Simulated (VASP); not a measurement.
# CuO in VASP: notebook

CuO is run at these levels: PBEsol+U, r2SCAN; tasks: single point.

Program: VASP 6.6.1. These are calculated values, not measurements. Logs are shortened: lines on timing, memory, paths and dates and some standing lists are left out, and cuts for length are marked.

## (1) The cell of the first run

The typed cell holds 4 atoms: a = 2.913 Å, b = 2.913 Å, c = 5.118 Å, α = 89.83°, β = 89.84°, γ = 89.51°.

## (2) Single point, PBEsol+U

File INCAR:

```
SYSTEM = CuO
PREC = Accurate ; ENCUT = 520
EDIFF = 1E-6 ; ISMEAR = -1
SIGMA = 0.05 ; LREAL = .FALSE.
LASPH = .TRUE. ; NELM = 150
ALGO = Normal ; ISIF = 2
LWAVE = .FALSE. ; LCHARG = .FALSE.
LMAXMIX = 4 ; LDAU = .TRUE.
LDAUTYPE = 2 ; LDAUL = 2 -1
LDAUU = 5.3 0 ; LDAUJ = 0 0
LDAUPRINT = 1 ; GGA = PS
NBANDS = 25
```

File KPOINTS:

```
regular mesh
0
G
  9 9 5
  0 0 0
```

File POSCAR:

```
CuO
1.0
    2.9128311379     -0.0073170619     -0.0008761747
    0.0322085254      2.9128453946     -0.0007737860
    0.0160790175      0.0160323444      5.1175740881
Cu O
2 2
Direct
    0.0000000000      0.5000000000      0.0000000000
    0.5000000000      0.0000000000      0.5000000000
    0.9988058605      0.0012338482      0.7499942765
    0.0011941395      0.9987661518      0.2500057235
```

Potentials or basis: VASP PAW PBE potentials, release 64 (Cu, O).

Run with:

```
> cat potpaw_PBE.64/Cu/POTCAR potpaw_PBE.64/O/POTCAR > POTCAR
> mpirun -np 1 vasp_std > vasp.out
```

OUTCAR:

```text
SYSTEM = CuO
   PREC = Accurate
   ENCUT = 520
   EDIFF = 1E-6
   ISMEAR = -1
   LREAL = .FALSE.
   LASPH = .TRUE.
   NELM = 150
   ISIF = 2
   GGA = PS

 ion  position               nearest neighbor table
   1  0.000  0.500  0.000-   3 1.94   4 1.94   4 1.94   3 1.94
   2  0.500  0.000  0.500-   4 1.94   3 1.94   4 1.94   3 1.94
   3  0.999  0.001  0.750-   2 1.94   1 1.94   2 1.94   1 1.94
   4  0.001  0.999  0.250-   2 1.94   1 1.94   2 1.94   1 1.94

  LATTYP: Found a triclinic cell.
 ALAT       =     2.9130235634
 B/A-ratio  =     0.9999371432
 C/A-ratio  =     1.7568084669
 COS(alpha) =     0.0028332169
 COS(beta)  =     0.0029016910
 COS(gamma) =     0.0085449294

  Lattice vectors:

 A1 = (  -0.0322085254,  -2.9128453946,   0.0007737860)
 A2 = (  -2.9128311379,   0.0073170619,   0.0008761747)
 A3 = (  -0.0160790175,  -0.0160323444,  -5.1175740881)

Analysis of symmetry for initial positions (statically):
=====================================================================
 Subroutine PRICEL returns:
 Original cell was already a primitive cell.

 Routine SETGRP: Setting up the symmetry group for a
 triclinic supercell.

 Subroutine GETGRP returns: Found  2 space group operations
 (whereof  2 operations were pure point group operations)
 out of a pool of  2 trial point group operations.

The static configuration has the point symmetry S_2 .

Analysis of symmetry for dynamics (positions and initial velocities):
=====================================================================
 Subroutine PRICEL returns:
 Original cell was already a primitive cell.

 Routine SETGRP: Setting up the symmetry group for a
 triclinic supercell.

 Subroutine GETGRP returns: Found  2 space group operations
 (whereof  2 operations were pure point group operations)
 out of a pool of  2 trial point group operations.

The dynamic configuration has the point symmetry S_2 .

 Subroutine INISYM returns: Found  2 space group operations
[... 184 lines left out ...]
  0.0002 -0.0000  0.9702  0.0002 -0.0142
 -0.0008  0.0005  0.0002  0.8029 -0.0001
  0.0002 -0.0002 -0.0142 -0.0001  0.9483

spin component  2

  0.9649 -0.0000  0.0002 -0.0008  0.0002
 -0.0000  0.9647 -0.0000  0.0005 -0.0002
  0.0002 -0.0000  0.9702  0.0002 -0.0142
 -0.0008  0.0005  0.0002  0.8029 -0.0001
  0.0002 -0.0002 -0.0142 -0.0001  0.9483

 occupancies and eigenvectors

  o =  0.8029  v =  0.0050 -0.0028 -0.0011  1.0000  0.0004  0.0000  0.0000  0.0000  0.0000  0.0000      0.0000  0.0000  0.0000  0.0000  0.0000  0.0000  0.0000  0.0000  0.0000  0.0000
  o =  0.8029  v =  0.0000  0.0000  0.0000  0.0000  0.0000  0.0050 -0.0028 -0.0011  1.0000  0.0004      0.0000  0.0000  0.0000  0.0000  0.0000  0.0000  0.0000  0.0000  0.0000  0.0000
  o =  0.9413  v = -0.0105  0.0064  0.4413  0.0002  0.8973  0.0000  0.0000  0.0000  0.0000  0.0000      0.0000  0.0000  0.0000  0.0000  0.0000  0.0000  0.0000  0.0000  0.0000  0.0000
  o =  0.9413  v =  0.0000  0.0000  0.0000  0.0000  0.0000 -0.0105  0.0064  0.4413  0.0002  0.8973      0.0000  0.0000  0.0000  0.0000  0.0000  0.0000  0.0000  0.0000  0.0000  0.0000
  o =  0.9647  v =  0.0000  0.0000  0.0000  0.0000  0.0000  0.0541  0.9985 -0.0067  0.0025 -0.0032      0.0000  0.0000  0.0000  0.0000  0.0000  0.0000  0.0000  0.0000  0.0000  0.0000
  o =  0.9647  v =  0.0541  0.9985 -0.0067  0.0025 -0.0032  0.0000  0.0000  0.0000  0.0000  0.0000      0.0000  0.0000  0.0000  0.0000  0.0000  0.0000  0.0000  0.0000  0.0000  0.0000
  o =  0.9649  v =  0.9985 -0.0540  0.0014 -0.0051  0.0114  0.0000  0.0000  0.0000  0.0000  0.0000      0.0000  0.0000  0.0000  0.0000  0.0000  0.0000  0.0000  0.0000  0.0000  0.0000
  o =  0.9649  v =  0.0000  0.0000  0.0000  0.0000  0.0000  0.9985 -0.0540  0.0014 -0.0051  0.0114      0.0000  0.0000  0.0000  0.0000  0.0000  0.0000  0.0000  0.0000  0.0000  0.0000
  o =  0.9772  v =  0.0040  0.0044  0.8973  0.0012 -0.4413  0.0000  0.0000  0.0000  0.0000  0.0000      0.0000  0.0000  0.0000  0.0000  0.0000  0.0000  0.0000  0.0000  0.0000  0.0000
  o =  0.9772  v =  0.0000  0.0000  0.0000  0.0000  0.0000  0.0040  0.0044  0.8973  0.0012 -0.4413      0.0000  0.0000  0.0000  0.0000  0.0000  0.0000  0.0000  0.0000  0.0000  0.0000

 number of electron      33.9999983 magnetization

 Free energy of the ion-electron system (eV)
  ---------------------------------------------------
  ext. energy  EPLUGINS =         0.00000000
  ---------------------------------------------------
  free energy    TOTEN  =       -17.91788406 eV

  energy without entropy =      -17.89894261  energy(sigma->0) =      -17.90841334

 E-fermi :   4.4530     XC(G=0): -11.6305

 val. band max:        4.4321069454   @ k =   0.4444   0.4444   0.4000
 cond. band min:       4.4641439547   @ k =  -0.4444  -0.2222   0.4000
 fundamental gap:      0.0320370094
 Fermi energy:         4.4530279312

 k-point     1 :       0.0000    0.0000    0.0000
  band No.  band energies     occupation
      1     -15.0881      2.00000
      2     -13.6838      2.00000
      3      -3.8063      2.00000
      4      -1.2517      2.00000
      5      -1.2343      2.00000
      6      -0.1457      2.00000
[... 661 lines left out ...]
     24      18.8448      0.00000
     25      19.9423      0.00000

 [... further k-points ...]

------------------------ aborting loop because EDIFF is reached ----------------------------------------

  FORCE on cell =-STRESS in cart. coord.  units (eV):
  Direction    XX          YY          ZZ          XY          YZ          ZX
  --------------------------------------------------------------------------------------
  -------------------------------------------------------------------------------------
  Total       -1.3890204     -1.3910830     -1.7828328     -0.0134585     -0.0056297     -0.0059213
  in kB      -51.2518427    -51.3279479    -65.7826669     -0.4965882     -0.2077235     -0.2184816
  external PRESSURE =     -56.1208192 kB  Pullay stress =       0.0000000 kB

 VOLUME and BASIS-vectors are now :
 -----------------------------------------------------------------------------
  energy-cutoff  :      520.00
  volume of cell :       43.42
      direct lattice vectors                 reciprocal lattice vectors
     2.912831138 -0.007317062 -0.000876175     0.343298750 -0.003796278 -0.001066725
     0.032208525  2.912845395 -0.000773786     0.000862042  0.343297108 -0.001078190
     0.016079018  0.016032344  5.117574088     0.000058906  0.000051257  0.195404739

 POSITION                                       TOTAL-FORCE (eV/Angst)
 -----------------------------------------------------------------------------------
      0.01610      1.45642     -0.00039        -0.000000     -0.000000      0.000000
      1.46446      0.00436      2.55835        -0.000000     -0.000000      0.000000
      2.92145      0.00831      3.83728         0.001812     -0.002026      0.000744
      0.03967      2.91325      1.27865        -0.001812      0.002026     -0.000744
 -----------------------------------------------------------------------------------
    total drift:                                0.000000      0.000000     -0.000000

  FREE ENERGIE OF THE ION-ELECTRON SYSTEM (eV)
  ---------------------------------------------------
  free  energy   TOTEN  =       -17.9178840614 eV

  energy  without entropy=      -17.8989426087  energy(sigma->0) =      -17.90841334
```

stdout:

```text
POSCAR found type information on POSCAR CuO
 POSCAR found :  2 types and       4 ions
 scaLAPACK will be used
 -----------------------------------------------------------------------------
|                                                                             |
|                                                                             |
|     You enforced a specific xc type in the INCAR file but a different       |
|     I HOPE YOU KNOW WHAT YOU ARE DOING!                                     |
|                                                                             |
 -----------------------------------------------------------------------------

 LDA part: xc-table for (Slater+PW92), standard interpolation
 POSCAR, INCAR and KPOINTS ok, starting setup
 FFT: planning ... GRIDC
 FFT: planning ... GRID_SOFT
 FFT: planning ... GRID
 WAVECAR not read
 entering main loop
```

It took 75 s on 1 thread of Intel Xeon 6975P-C (Granite Rapids), shared host; peak memory 0.3 GiB.

Results:

- Free energy: -17.9179 eV
- Pressure: -5.6 GPa
- Band gap on the k mesh: zero (bands 17 and 18 overlap by 1.03 eV)

Forces on the atoms (eV/Å):
```
Cu   0.000  0.000  0.000
Cu   0.000  0.000  0.000
O    0.002 -0.002  0.001
O   -0.002  0.002 -0.001
```

Levels at points of the mesh, in eV from the Fermi level:
```csv
k point,band 15,band 16,band 17,band 18,band 19,band 20
"(0.00, 0.00, 0.00)",-2.70,-2.16,0.71,0.74,1.65,6.54
```

Eigenvalues of the final occupation matrices:
```csv
site,spin,trace,eigenvalues
site 1 d,1,4.65,0.80 0.94 0.96 0.96 0.98
site 1 d,2,4.65,0.80 0.94 0.96 0.96 0.98
site 2 d,1,4.65,0.80 0.94 0.96 0.96 0.98
site 2 d,2,4.65,0.80 0.94 0.96 0.96 0.98
```

Caveat: the cell stands under tension; the PAW data sets were made with another functional, which shifts forces and pressure a little; U without spin polarisation on a metal has little footing.

## (3) Single point, r2SCAN

This run uses another cell than the first one, of 10.09 Å³/atom.

File POSCAR:

```
CuO
1.0
    2.8207191443      0.0000000000      0.0000000000
    0.0382751310      2.8205021813      0.0000000000
    0.0171382374      0.0168928653      5.0706699737
Cu O
2 2
Direct
    0.0000000000      0.5000000000      0.0000000000
    0.5000000000      0.0000000000      0.5000000000
    0.9984239700      0.0016717800      0.7498871000
    0.0015760300      0.9983282200      0.2501129000
```

File INCAR.step1:

```
PREC = Accurate ; ENCUT = 520
ISMEAR = -1 ; SIGMA = 0.05
LREAL = False ; LASPH = True
NELM = 80 ; NBANDS = 25
GGA = PE ; ALGO = Normal
EDIFF = 1E-4 ; LWAVE = True
LCHARG = False
```

File INCAR.step2:

```
PREC = Accurate ; ENCUT = 520
EDIFF = 1E-6 ; ISMEAR = -1
SIGMA = 0.05 ; LREAL = False
LASPH = True ; NELM = 80
ALGO = Normal ; ISIF = 2
LWAVE = False ; LCHARG = False
METAGGA = R2SCAN ; LMIXTAU = True
NBANDS = 25 ; ISTART = 1
```

File KPOINTS:

```
Automatic mesh
0
Gamma
  9 9 5
```

Potentials or basis: VASP PAW PBE potentials, release 64 (Cu, O).

Run with:

```
> cat potpaw_PBE.64/Cu/POTCAR potpaw_PBE.64/O/POTCAR > POTCAR
> cp INCAR.step1 INCAR
> mpirun -np 1 vasp_std > vasp.out
> cp INCAR.step2 INCAR
> mpirun -np 1 vasp_std > vasp.out
```

It took 8.2 min on 1 thread of Intel Xeon Platinum 8375C at 2.90GHz (Ice Lake), shared host; peak memory 0.3 GiB.

The run converged. Its results:

* Free energy: -36.3735 eV
* Pressure: 12.7 GPa
* Largest force: 0.012 eV/Å
* Band gap on the k mesh: zero (bands 17 and 18 overlap by 1.00 eV)

Forces in eV/Å, atoms in the order of the input:
```
Cu   0.000  0.000  0.000
Cu   0.000  0.000  0.000
O   -0.002  0.000  0.012
O    0.002  0.000 -0.012
```

Stress tensor (GPa, compression positive):
```
11.81  0.04  0.04
 0.04 11.74  0.06
 0.04  0.06 14.67
```

Levels at points of the mesh, in eV from the Fermi level:
```csv
k point,band 13,band 14,band 15,band 16,band 17,band 18,band 19,band 20,band 21,band 22
"(0.00, 0.00, 0.00)",-2.87,-2.86,-2.77,-2.44,0.70,0.73,1.97,6.73,8.12,14.52
```

Caveat: the cell stands under pressure; the PAW data sets were made with another functional, which shifts forces and pressure a little; semilocal functionals often make such compounds metallic where correlation or magnetic order opens a gap, which also shifts bond lengths. With open d or f shells a metallic result of r2SCAN can be an artefact of self-interaction; +U or a hybrid may open a gap.

## (4) Single point, r2SCAN

This run uses another cell than the first one, of 10.30 Å³/atom.

File POSCAR:

```
CuO
1.0
    2.8405840181      0.0000000000      0.0000000000
    0.0385446830      2.8403655272      0.0000000000
    0.0172589332      0.0170118330      5.1063800938
Cu O
2 2
Direct
    0.0000000000      0.5000000000      0.0000000000
    0.5000000000      0.0000000000      0.5000000000
    0.9984239700      0.0016717800      0.7498871000
    0.0015760300      0.9983282200      0.2501129000
```

File INCAR.step1:

```
SYSTEM = CuO
PREC = Accurate ; ENCUT = 520
ISMEAR = -1 ; SIGMA = 0.05
LREAL = .FALSE. ; LASPH = .TRUE.
NELM = 60 ; NBANDS = 25
GGA = PE ; ALGO = Normal
EDIFF = 1E-4 ; LWAVE = .TRUE.
LCHARG = .FALSE.
```

File INCAR.step2:

```
SYSTEM = CuO
PREC = Accurate ; ENCUT = 520
EDIFF = 1E-6 ; ISMEAR = -1
SIGMA = 0.05 ; LREAL = .FALSE.
LASPH = .TRUE. ; NELM = 60
ALGO = Normal ; ISIF = 2
LWAVE = .FALSE. ; LCHARG = .FALSE.
METAGGA = R2SCAN ; LMIXTAU = .TRUE.
NBANDS = 25 ; ISTART = 1
```

File KPOINTS:

```
Automatic mesh
0
G
  9 9 5
  0 0 0
```

Run with:

```
> cat potpaw_PBE.64/Cu/POTCAR potpaw_PBE.64/O/POTCAR > POTCAR
> cp INCAR.step1 INCAR
> mpirun -np 1 vasp_std > vasp.out
> cp INCAR.step2 INCAR
> mpirun -np 1 vasp_std > vasp.out
```

Run time: 7.1 min. Hardware: 1 thread of Intel Xeon Platinum 8375C at 2.90GHz (Ice Lake), shared host; peak memory 0.3 GiB.

The run converged. Its results:

- Free energy: -36.4305 eV
- Pressure: 8.1 GPa
- Largest force: 0.011 eV/Å
- Band gap on the k mesh: zero (bands 17 and 18 overlap by 0.98 eV)

Forces in eV/Å, atoms in the order of the input:
```
Cu   0.000  0.000  0.000
Cu   0.000  0.000  0.000
O    0.000 -0.002  0.011
O    0.000  0.002 -0.011
```

Stress tensor (GPa, compression positive):
```
7.75 0.01 0.02
0.01 7.69 0.04
0.02 0.04 8.73
```

Levels at points of the mesh, in eV from the Fermi level:
```
           k point  band 15  band 16  band 17  band 18  band 19  band 20
(0.00, 0.00, 0.00)    -2.69    -2.38     0.69     0.72     1.90     6.71
```

Caveat: the cell stands under pressure; the PAW data sets were made with another functional, which shifts forces and pressure a little; semilocal functionals often make such compounds metallic where correlation or magnetic order opens a gap, which also shifts bond lengths.

[end of part 1 of 2]

The gap in the log of VASP goes by the Fermi energy; the results here count the filled bands.